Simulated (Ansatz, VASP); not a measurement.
## Te2As in VASP and in Ansatz

Contents of INCAR:

```
PREC = Accurate
ENCUT = 600
EDIFF = 1E-6
ISMEAR = 0
SIGMA = 0.1
LREAL = False
LASPH = True
NELM = 100
ALGO = Normal
ISIF = 3
LWAVE = False
LCHARG = False
GGA = PE
IBRION = 2
NSW = 100
EDIFFG = -0.01
```

Contents of KPOINTS:

```
Automatic mesh
0
Gamma
  12 12 14
```

The input POSCAR:

```
Te2As
1.0
    5.3449125481      0.0000000000      0.0000000000
   -2.6724562741      4.6288300477      0.0000000000
    0.0000000000      0.0000000000      3.1479453394
Te As
2 1
Direct
    0.3333333333      0.6666666667      0.5000000000
    0.6666666667      0.3333333333      0.5000000000
    0.0000000000      0.0000000000      0.0000000000
```

Input for Ansatz:

```yaml
crystal:
  lattice:
    - [5.3449125481, 0.0, 0.0]
    - [-2.6724562741, 4.6288300477, 0.0]
    - [0.0, 0.0, 3.1479453394]
  atoms:
    - { symbol: Te, position: [0.3333333333, 0.6666666667, 0.5] }
    - { symbol: Te, position: [0.6666666667, 0.3333333333, 0.5] }
    - { symbol: As, position: [0.0, 0.0, 0.0] }
basis:
  ecutwfc: 420
kpoints:
  mp_grid: { grid: [12, 12, 14] }
hamiltonian:
  xc: pbe
scf:
  occupations: { method: gaussian, width: 0.1 }
output:
  forces: true
  stress: true
  eigenvalues: true
relax:
  adjacent_minimum: "off"
  f_tol: 0.01
  max_steps: 80
  cell: { stress_tol: 0.05 }
```

Alike in both runs: task relaxation of cell and atoms; functional PBE; k mesh 12 × 12 × 14; occupations gaussian, width 0.1 eV; no spin polarisation.

```csv
,VASP,Ansatz
version,VASP 6.6.1,Ansatz 0.2.0
potentials or method,"VASP PAW PBE potentials, release 64 (Te, As), cutoff 600 eV","scalar-relativistic, plane waves, PAW"
valence electrons in the cell,17,47
```

|  | VASP | Ansatz | Ansatz less VASP |
| --- | --- | --- | --- |
| gap on the k mesh at the Fermi level, each at its own relaxed structure (eV) | none | none | - |
| relaxed volume (Å³/atom) | 26.09 | 26.11 | +0.022 |
| relaxed cell length with the largest relative difference (Å) | 3.086 | 3.087 | +0.0009 |

A gap of «none» marks a metal or a gap that the smearing closes. VASP's potentials hold 17 valence electrons a cell and Ansatz's 47, so a difference there can come from the potentials and not from the codes.

Neither program's run includes spin-orbit coupling. Noted on VASP's run: too few bands were computed for a metal, which touches its energy and stress.
